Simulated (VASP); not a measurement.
The system is C.

```xyz
4
Lattice="2.4903 0.0000 0.0000 -1.2451 2.1567 0.0000 0.0000 0.0000 8.8523" Properties=species:S:1:pos:R:3 pbc="T T T"
C     0.0000    0.0000    0.0221
C     0.0000    0.0000    4.4483
C     0.0000    1.4378    0.0221
C     1.2451    0.7189    4.4483
```

| Quantity | Value |
| --- | --- |
| Program | VASP 6.6.1 |
| Task | relaxation of shape and atoms at fixed volume |
| Functional | PBE |
| Potentials or basis | VASP PAW PBE potentials, release 64 (C) |
| Cutoff | 600 eV |
| k mesh | 18 × 18 × 6 |
| Occupations | gaussian, width 0.1 eV |
| Spin | no spin polarisation |

At the start: pressure -5.8 GPa; volume 11.89 Å³/atom.

Problem. Where does the relaxation end?

Solution. Over 3 steps the energy falls by 5.6 meV/atom; space group P6_3/mmc (No. 194, to 0.1 Å) before and after.

Step by step:
```csv
step,energy change (eV),largest force (eV/Å),pressure (GPa),volume (Å³)
1,0.0000,0.0000,-5.75,47.54
2,-0.0225,0.0000,0.11,47.54
3,-0.0226,0.0000,-0.27,47.54
```

Final structure:
```yaml
crystal:
  lattice:
    - [2.46758, 0.00000, 0.00000]
    - [-1.23379, 2.13699, 0.00000]
    - [0.00000, 0.00000, 9.01596]
  atoms:
    - { symbol: C, position: [0.00000, 0.00000, 0.00250] }
    - { symbol: C, position: [0.00000, 0.00000, 0.50250] }
    - { symbol: C, position: [0.33333, 0.66667, 0.00250] }
    - { symbol: C, position: [0.66667, 0.33333, 0.50250] }
```

Where two steps share one volume, the run began anew on that cell with a basis built for it.

Caveat: this functional lacks dispersion, which binds layers or chains, so the pressure and a relaxed spacing across them are unreliable.
